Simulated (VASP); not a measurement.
# Cu (P6_3/mmc) in VASP: further runs

The runs below take Cu through single point, with PBE.

Everything below comes from runs of VASP 6.6.1. Logs are shortened: lines on timing, memory, paths and dates and some standing lists are left out, and cuts for length are marked.

### 1 The cell of the first run

It takes space group P6_3/mmc (No. 194, hexagonal). The conventional cell has a = 2.671 Å, b = 2.671 Å, c = 4.087 Å, α = 90.00°, β = 90.00°, γ = 120.00°. Within 3.4 Å of Cu (site symmetry -6m2) lie 12 Cu at 2.56 to 2.67 Å.

### 2 Single point, PBE (biaxial strain in the a-b plane: +4.0 %, then relaxed in part)

Contents of INCAR:

```
ALGO = Fast
EDIFF = 1E-6
ENCUT = 520
GGA = PE
ISIF = 2
ISMEAR = 0
LASPH = T
LCHARG = F
LREAL = F
LWAVE = F
NBANDS = 18
NELM = 100
PREC = Accurate
SIGMA = 0.1
```

Contents of KPOINTS:

```
k-points
0
Gamma
  24 24 12
```

Contents of POSCAR:

```
Cu
1.0
    2.6707307877      0.0000000000      0.0000000000
   -1.3353653938      2.3129207088      0.0000000000
    0.0000000000      0.0000000000      4.0874740539
Cu
2
Direct
    0.3333333333      0.6666666667      0.2500000000
    0.6666666667      0.3333333333      0.7500000000
```

Potentials or basis: VASP PAW PBE potentials, release 64 (Cu).

Launch:

```bash
cat potpaw_PBE.64/Cu/POTCAR > POTCAR
mpirun -np 1 vasp_std > vasp.out
```

OUTCAR:

```text
EDIFF = 1E-6
   ENCUT = 520
   GGA = PE
   ISIF = 2
   ISMEAR = 0
   LASPH = T
   LREAL = F
   NELM = 100
   PREC = Accurate

 ion  position               nearest neighbor table
   1  0.333  0.667  0.250-   2 2.56   2 2.56   2 2.56   2 2.56   2 2.56   2 2.56
   2  0.667  0.333  0.750-   1 2.56   1 2.56   1 2.56   1 2.56   1 2.56   1 2.56

  LATTYP: Found a hexagonal cell.
 ALAT       =     2.6707307877
 C/A-ratio  =     1.5304702641

  Lattice vectors:

 A1 = (   2.6707307877,   0.0000000000,   0.0000000000)
 A2 = (  -1.3353653938,   2.3129207088,   0.0000000000)
 A3 = (   0.0000000000,   0.0000000000,   4.0874740539)

Analysis of symmetry for initial positions (statically):
=====================================================================
 Subroutine PRICEL returns:
 Original cell was already a primitive cell.

 Routine SETGRP: Setting up the symmetry group for a
 hexagonal supercell.

 Subroutine GETGRP returns: Found 24 space group operations
 (whereof 12 operations were pure point group operations)
 out of a pool of 24 trial point group operations.

The static configuration has the point symmetry D_3d.
 The point group associated with its full space group is D_6h.

Analysis of symmetry for dynamics (positions and initial velocities):
=====================================================================
 Subroutine PRICEL returns:
 Original cell was already a primitive cell.

 Routine SETGRP: Setting up the symmetry group for a
 hexagonal supercell.

 Subroutine GETGRP returns: Found 24 space group operations
 (whereof 12 operations were pure point group operations)
 out of a pool of 24 trial point group operations.

The dynamic configuration has the point symmetry D_3d.
 The point group associated with its full space group is D_6h.

 Subroutine INISYM returns: Found 24 space group operations
 (whereof 12 operations are pure point group operations),
 and found     1 'primitive' translations

----------------------------------------------------------------------------------------

                                     Primitive cell

  volume of cell :      25.2491

  direct lattice vectors                    reciprocal lattice vectors
     2.670730788  0.000000000  0.000000000     0.374429353  0.216176888  0.000000000
    -1.335365394  2.312920709  0.000000000     0.000000000  0.432353775  0.000000000
     0.000000000  0.000000000  4.087474054     0.000000000  0.000000000  0.244649871

  length of vectors
     2.670730788  2.670730788  4.087474054     0.432353775  0.432353775  0.244649871

  position of ions in fractional coordinates (direct lattice)
     0.333333333  0.666666667  0.250000000
     0.666666667  0.333333333  0.750000000

  ion indices of the primitive-cell ions
   primitive index   ion index
                 1           1
                 2           2

----------------------------------------------------------------------------------------

 KPOINTS: k-points

Automatic generation of k-mesh.
 Grid dimensions read from file:
 generate k-points for:   24   24   12

 Generating k-lattice:

  Cartesian coordinates                     Fractional coordinates (reciprocal lattice)
     0.015601223  0.009007370  0.000000000     0.041666667  0.000000000  0.000000000
     0.000000000  0.018014741  0.000000000     0.000000000  0.041666667  0.000000000
     0.000000000  0.000000000  0.020387489     0.000000000  0.000000000  0.083333333

  Length of vectors
     0.018014741  0.018014741  0.020387489

  Shift w.r.t. Gamma in fractional coordinates (k-lattice)
     0.000000000  0.000000000  0.000000000

 Subroutine IBZKPT returns following result:
 ===========================================

 Found    427 irreducible k-points:

 Following reciprocal coordinates:
            Coordinates               Weight
  0.000000  0.000000  0.000000      1.000000
  0.041667  0.000000  0.000000      6.000000
  0.083333  0.000000  0.000000      6.000000
  0.125000  0.000000  0.000000      6.000000
  0.166667  0.000000  0.000000      6.000000
  0.208333  0.000000  0.000000      6.000000
[... 16 lines left out ...]
  0.416667  0.041667  0.000000     12.000000
  0.458333  0.041667  0.000000     12.000000
 [... further k-points ...]
   k-points           NKPTS =    427   k-points in BZ     NKDIM =    427   number of bands    NBANDS=     18
   number of dos      NEDOS =    301   number of ions     NIONS =      2
   total plane-waves  NPLWV =  12000
   dimension x,y,z NGX =    20 NGY =   20 NGZ =   30
   dimension x,y,z NGXF=    40 NGYF=   40 NGZF=   60
   ions per type =               2
   NGX,Y,Z   is equivalent  to a cutoff of  12.45, 12.45, 12.20 a.u.
   NGXF,Y,Z  is equivalent  to a cutoff of  24.90, 24.90, 24.40 a.u.
 SYSTEM =  unknown system
   PREC   = accura    normal or accurate (medium, high low for compatibility)
   ISTART =      0    job   : 0-new  1-cont  2-samecut
   ICHARG =      2    charge: 1-file 2-atom 10-const
   ISPIN  =      1    spin polarized calculation?
   LNONCOLLINEAR =      F non collinear calculations
   LSORBIT =      F    spin-orbit coupling
   LASPH  =      T    aspherical Exc in radial PAW
   ENCUT  =  520.0 eV  38.22 Ry    6.18 a.u.   4.97  4.97  7.60*2*pi/ulx,y,z
   NELM   =    100;   NELMIN=  2; NELMDL= -5     # of ELM steps
   EDIFF  = 0.1E-05   stopping-criterion for ELM
   LREAL  =      F    real-space projection
   EDIFFG = 0.1E-04   stopping-criterion for IOM
   NSW    =      0    number of steps for IOM
   IBRION =     -1    ionic relax: 0-MD 1-quasi-New 2-CG
   NFREE  =      0    steps in history (QN), initial steepest desc. (CG)
   ISIF   =      2    stress and relaxation
   ISYM   =      2    0-nonsym 1-usesym 2-fastsym
   POTIM  = 0.5000    time-step for ionic-motion
   TEBEG  =    0.0;   TEEND  =   0.0 temperature during run
   PSTRESS=    0.0 pullay stress
   NELECT =      22.0000    total number of electrons
   NUPDOWN=      -1.0000    fix difference up-down
   EMIN   =  10.00;   EMAX   =-10.00  energy-range for DOS
   EFERMI =   0.00;   METHOD = LEGACY
   ISMEAR =     0;   SIGMA  =   0.10  broadening in eV -4-tet -1-fermi 0-gaus
   EFERMI_NEDOS =   21; number of points for ismear=-14 and -15
   IALGO  =     68    algorithm
   IMIX   =      4    mixing-type and parameters
     AMIX     =   0.40;   BMIX     =  1.00
     AMIX_MAG =   1.60;   BMIX_MAG =  1.00
  volume/ion in A,a.u.               =      12.62        85.19
  Fermi-wavevector in a.u.,A,eV,Ry     =   1.563629  2.954831 33.265377  2.444936
  Thomas-Fermi vector in A             =   2.666372
   LORBIT       =      0    0 simple, 1 ext, 2 COOP (PROOUT), +10 PAW based schemes
   GGA     = PE    functional components
   LHFCALC =     F    Hartree Fock is set to
   AEXX    =    0.0000 exact exchange contribution
   IVDW    =     0    specifies the selected vdW correction
   LEPSILON=     F    determine dielectric tensor
   LRPA    =     F    only Hartree local field effects (RPA)
 non-spin polarized calculation
 RMM-DIIS sequential band-by-band and
 Gauss-broadening in eV      SIGMA  =   0.10
  energy-cutoff  :      520.00
  volume of cell :       25.25
 maximum number of plane-waves:       703
 NGX is ok and might be reduce to    20
   NGX =  9   NGY =  9   NGZ = 15

 number of electron      21.9999965 magnetization

 Free energy of the ion-electron system (eV)
  ---------------------------------------------------
  ext. energy  EPLUGINS =         0.00000000
  ---------------------------------------------------
  free energy    TOTEN  =        -7.38587330 eV

  energy without entropy =       -7.38266038  energy(sigma->0) =       -7.38426684

 E-fermi :   6.8147     XC(G=0): -12.3401

 val. band max:        6.8134312637   @ k =   0.3750   0.0000   0.4167
 cond. band min:       6.8174973738   @ k =   0.0833   0.0000   0.0833
 fundamental gap:      0.0040661100
 Fermi energy:         6.8146847533

 k-point     1 :       0.0000    0.0000    0.0000
  band No.  band energies     occupation
      1      -2.0677      2.00000
      2       2.1802      2.00000
      3       4.0046      2.00000
      4       4.0046      2.00000
      5       4.1568      2.00000
      6       4.2368      2.00000
[... 10 lines left out ...]
     17      28.0765      0.00000
     18      28.0771      0.00000

 k-point     2 :       0.0417    0.0000    0.0000
  band No.  band energies     occupation
      1      -2.0164      2.00000
      2       2.2060      2.00000
      3       3.9639      2.00000
      4       4.0219      2.00000
      5       4.1917      2.00000
      6       4.2297      2.00000
[... 10 lines left out ...]
     17      28.7351      0.00000
     18      29.0456      0.00000

 k-point     3 :       0.0833    0.0000    0.0000
  band No.  band energies     occupation
      1      -1.8634      2.00000
      2       2.2806      2.00000
      3       3.8820      2.00000
      4       4.0732      2.00000
      5       4.2051      2.00000
      6       4.2269      2.00000
[... 10 lines left out ...]
     17      29.7798      0.00000
     18      29.9300      0.00000

 k-point     4 :       0.1250    0.0000    0.0000
  band No.  band energies     occupation
      1      -1.6109      2.00000
      2       2.3947      2.00000
      3       3.7863      2.00000
      4       4.0999      2.00000
      5       4.1559      2.00000
      6       4.1733      2.00000
[... 10 lines left out ...]
     17      29.3284      0.00000
     18      30.0943      0.00000

 k-point     5 :       0.1667    0.0000    0.0000
  band No.  band energies     occupation
      1      -1.2632      2.00000
      2       2.5318      2.00000
      3       3.6881      2.00000
      4       3.8911      2.00000
      5       4.1383      2.00000
      6       4.1421      2.00000
[... 10 lines left out ...]
     17      27.5922      0.00000
     18      28.8076      0.00000

 k-point     6 :       0.2083    0.0000    0.0000
  band No.  band energies     occupation
      1      -0.8272      2.00000
      2       2.6658      2.00000
      3       3.6002      2.00000
      4       3.6563      2.00000
      5       4.0754      2.00000
      6       4.1116      2.00000
[... 10 lines left out ...]
     17      25.9187      0.00000
     18      27.2030      0.00000

 k-point     7 :       0.2500    0.0000    0.0000
  band No.  band energies     occupation
      1      -0.3145      2.00000
      2       2.7633      2.00000
      3       3.4361      2.00000
      4       3.5395      2.00000
      5       4.0077      2.00000
      6       4.1067      2.00000
[... 10 lines left out ...]
     17      24.3214      0.00000
     18      25.7585      0.00000

 k-point     8 :       0.2917    0.0000    0.0000
  band No.  band energies     occupation
      1       0.2551      2.00000
      2       2.7991      2.00000
      3       3.2450      2.00000
      4       3.5187      2.00000
      5       3.9433      2.00000
      6       4.1336      2.00000
[... 10 lines left out ...]
     17      23.1118      0.00000
     18      24.8521      0.00000
[... 229 lines left out ...]
     17      23.9371      0.00000
     18      25.6239      0.00000

 k-point    20 :       0.2917    0.0417    0.0000
  band No.  band energies     occupation
      1       0.5841      2.00000
      2       2.8083      2.00000
      3       3.1589      2.00000
      4       3.5020      2.00000
      5       3.9035      2.00000
      6       4.1599      2.00000
[... 10 lines left out ...]
     17      22.5606      0.00000
     18      25.1350      0.00000

 k-point    21 :       0.3333    0.0417    0.0000
  band No.  band energies     occupation
      1       1.1670      2.00000
      2       2.7691      2.00000
      3       3.0214      2.00000
      4       3.5386      2.00000
      5       3.8533      2.00000
      6       4.1961      2.00000
[... 10 lines left out ...]
     17      21.1365      0.00000
     18      24.8511      0.00000

 k-point    22 :       0.3750    0.0417    0.0000
  band No.  band energies     occupation
      1       1.6797      2.00000
      2       2.7132      2.00000
      3       2.9185      2.00000
      4       3.6143      2.00000
      5       3.8136      2.00000
      6       4.1661      2.00000
[... 10 lines left out ...]
     17      19.7995      0.00000
     18      24.6671      0.00000

 k-point    23 :       0.4167    0.0417    0.0000
  band No.  band energies     occupation
      1       2.0488      2.00000
      2       2.6577      2.00000
      3       2.8501      2.00000
      4       3.7169      2.00000
      5       3.7862      2.00000
      6       4.1451      2.00000
[... 10 lines left out ...]
     17      18.6500      0.00000
     18      24.5531      0.00000

 k-point    24 :       0.4583    0.0417    0.0000
  band No.  band energies     occupation
      1       2.2385      2.00000
      2       2.6166      2.00000
      3       2.8160      2.00000
      4       3.7723      2.00000
      5       3.7951      2.00000
      6       4.1343      2.00000
[... 10 lines left out ...]
     17      18.0539      0.00000
     18      24.4982      0.00000

 [... further k-points ...]
[... 5 lines left out ...]
  --------------------------------------------------------------------------------------
  -------------------------------------------------------------------------------------
  Total       -1.2119905     -1.2119905      0.1660982     -0.0000000     -0.0000000      0.0000000
  in kB      -76.9066554    -76.9066554     10.5397330     -0.0000000     -0.0000000      0.0000000
  external PRESSURE =     -47.7578593 kB  Pullay stress =       0.0000000 kB

 VOLUME and BASIS-vectors are now :
 -----------------------------------------------------------------------------
  energy-cutoff  :      520.00
  volume of cell :       25.25
      direct lattice vectors                 reciprocal lattice vectors
     2.670730788  0.000000000  0.000000000     0.374429353  0.216176888  0.000000000
    -1.335365394  2.312920709  0.000000000     0.000000000  0.432353775  0.000000000
     0.000000000  0.000000000  4.087474054     0.000000000  0.000000000  0.244649871

 POSITION                                       TOTAL-FORCE (eV/Angst)
 -----------------------------------------------------------------------------------
     -0.00000      1.54195      1.02187        -0.000000      0.000000      0.000000
      1.33537      0.77097      3.06561         0.000000      0.000000      0.000000
 -----------------------------------------------------------------------------------
    total drift:                                0.000000     -0.000000      0.000000

  FREE ENERGIE OF THE ION-ELECTRON SYSTEM (eV)
  ---------------------------------------------------
  free  energy   TOTEN  =        -7.3858732973 eV

  energy  without entropy=       -7.3826603825  energy(sigma->0) =       -7.38426684
```

Wall time 79 s (1 thread of Intel Xeon 6975P-C (Granite Rapids), shared host); peak memory 0.25 GiB.

What came out:

| Quantity | Value |
| --- | --- |
| Free energy | -7.3859 eV |
| Pressure | -4.8 GPa |
| Band gap on the k mesh | zero (band 11 reaches 10.38 eV, above the bottom of band 12 at 4.94 eV) |

Levels at points of the mesh, in eV from the Fermi level:
| k point | band 8 | band 9 | band 10 | band 11 | band 12 | band 13 | band 14 | band 15 |
| --- | --- | --- | --- | --- | --- | --- | --- | --- |
| (0.00, 0.00, 0.00) | -2.52 | -2.52 | -1.68 | -1.68 | -0.24 | 4.30 | 19.37 | 19.37 |
| (0.50, 0.00, 0.00) | -1.71 | -1.58 | -1.49 | -0.16 | 1.15 | 7.72 | 8.28 | 10.57 |
| (0.00, 0.00, 0.50) | -2.91 | -1.88 | -1.88 | -1.88 | -1.88 | 13.54 | 13.54 | 20.65 |
| (0.50, 0.00, 0.50) | -1.85 | -1.62 | -1.62 | 0.47 | 0.47 | 4.32 | 4.32 | 14.74 |

Caveat: the cell differs from its parent crystal (biaxial strain in the a-b plane: +4.0 %, then relaxed in part).

### 3 Single point, PBE (volume scaled by 0.98, then relaxed in part)

Contents of INCAR:

```
PREC = Accurate
ENCUT = 520
EDIFF = 1E-6
ISMEAR = -1
SIGMA = 0.15
LREAL = False
LASPH = True
NELM = 60
ALGO = Normal
ISIF = 2
LWAVE = False
LCHARG = True
GGA = PE
LELF = True
LVHAR = True
NBANDS = 18
```

Contents of KPOINTS:

```
regular mesh
0
Gamma
  18 18 10
```

Contents of POSCAR:

```
Cu
1.0
    2.5472264325      0.0000000000      0.0000000000
   -1.2736132162      2.2059627997      0.0000000000
    0.0000000000      0.0000000000      4.1781418493
Cu
2
Direct
    0.3333333333      0.6666666667      0.2500000000
    0.6666666667      0.3333333333      0.7500000000
```

Potentials or basis: VASP PAW PBE potentials, release 64 (Cu).

Launch:

```bash
cat potpaw_PBE.64/Cu/POTCAR > POTCAR
mpirun -np 1 vasp_std > vasp.out
```

Wall time 52 s (1 thread of Intel Xeon 6975P-C, shared host); peak memory 0.19 GiB.

The run converged. Its results:

```
Free energy            : -7.4567 eV
Pressure               : 3.7 GPa
Band gap on the k mesh : zero (band 11 reaches 11.74 eV, above the bottom of band 12 at 5.69 eV)
```

Levels at points of the mesh, in eV from the Fermi level:
| k point | band 8 | band 9 | band 10 | band 11 | band 12 | band 13 | band 14 | band 15 |
| --- | --- | --- | --- | --- | --- | --- | --- | --- |
| (0.00, 0.00, 0.00) | -2.47 | -2.47 | -1.73 | -1.73 | -1.05 | 3.74 | 21.47 | 21.94 |
| (0.50, 0.00, 0.00) | -1.63 | -1.60 | -1.54 | 0.02 | 1.59 | 7.78 | 8.13 | 10.69 |
| (0.00, 0.00, 0.50) | -3.02 | -1.96 | -1.96 | -1.96 | -1.96 | 12.40 | 12.40 | 22.17 |
| (0.50, 0.00, 0.50) | -1.90 | -1.57 | -1.57 | 0.50 | 0.50 | 4.89 | 4.89 | 16.22 |

Caveat: the cell differs from its parent crystal (volume scaled by 0.98, then relaxed in part).

### 4 Single point, PBE

This run uses another cell than the first one, of 11.98 Å³/atom, 0.949 times its volume.

Contents of INCAR:

```
SYSTEM = Cu
PREC     = Accurate       ! precision mode
ENCUT    = 520            ! plane-wave cutoff, eV
EDIFF    = 1E-6           ! SCF threshold, eV
ISMEAR   = -1             ! smearing method
SIGMA    = 0.15           ! smearing width, eV
LREAL    = .FALSE.        ! projectors in reciprocal space
LASPH    = .TRUE.         ! aspherical terms in the spheres
NELM     = 100            ! most SCF steps
ALGO     = Normal         ! electronic algorithm
ISIF     = 2              ! what is computed and relaxed
LWAVE    = .FALSE.        ! write WAVECAR
LCHARG   = .TRUE.         ! write CHGCAR
GGA      = PE             ! functional
LELF     = .TRUE.         ! ELF
LVHAR    = .TRUE.       
NBANDS   = 18             ! bands
```

Contents of KPOINTS:

```
Automatic mesh
0
G
  18 18 10
  0 0 0
```

Contents of POSCAR:

```
Cu
1.0
    2.5642561837      0.0000000000      0.0000000000
   -1.2821280918      2.2207109969      0.0000000000
    0.0000000000      0.0000000000      4.2069697295
Cu
2
Direct
    0.3333333333      0.6666666667      0.2500000000
    0.6666666667      0.3333333333      0.7500000000
```

Launch:

```bash
cat potpaw_PBE.64/Cu/POTCAR > POTCAR
mpirun -np 1 vasp_std > vasp.out
```

Run time: 53 s. Hardware: 1 thread of Intel Xeon 6975P-C, shared host; peak memory 0.19 GiB.

The run converged. Its results:

- Free energy: -7.4630 eV
- Pressure: 0.8 GPa
- Band gap on the k mesh: zero (band 11 reaches 11.45 eV, above the bottom of band 12 at 5.47 eV)

Levels at points of the mesh, in eV from the Fermi level:
| k point | band 8 | band 9 | band 10 | band 11 | band 12 | band 13 | band 14 | band 15 |
| --- | --- | --- | --- | --- | --- | --- | --- | --- |
| (0.00, 0.00, 0.00) | -2.43 | -2.43 | -1.71 | -1.71 | -0.99 | 3.63 | 21.31 | 21.64 |
| (0.50, 0.00, 0.00) | -1.61 | -1.58 | -1.52 | 0.02 | 1.55 | 7.69 | 8.01 | 10.57 |
| (0.00, 0.00, 0.50) | -2.96 | -1.93 | -1.93 | -1.93 | -1.93 | 12.22 | 12.22 | 22.00 |
| (0.50, 0.00, 0.50) | -1.87 | -1.56 | -1.56 | 0.52 | 0.52 | 4.78 | 4.78 | 16.02 |

### 5 Summary

```tsv
cell	k mesh	smearing	gap on the mesh (eV)	pressure (GPa)
a = 2.671, b = 2.671, c = 4.087 Å, angles 90.0, 90.0, 120.0°, 2 atoms	24 × 24 × 12	gaussian 0.1 eV	none	-4.8
a = 2.547, b = 2.547, c = 4.178 Å, angles 90.0, 90.0, 120.0°, 2 atoms	18 × 18 × 10	fermi-dirac 0.15 eV	none	3.7
a = 2.564, b = 2.564, c = 4.207 Å, angles 90.0, 90.0, 120.0°, 2 atoms	18 × 18 × 10	fermi-dirac 0.15 eV	none	0.8
```

Alike in all rows: task single point; level PBE; potentials or basis VASP PAW PBE potentials, release 64 (Cu); no spin polarisation; cutoff (eV) 520.

Total energies depend on the potentials used, so only differences within one code and one set of settings carry meaning.
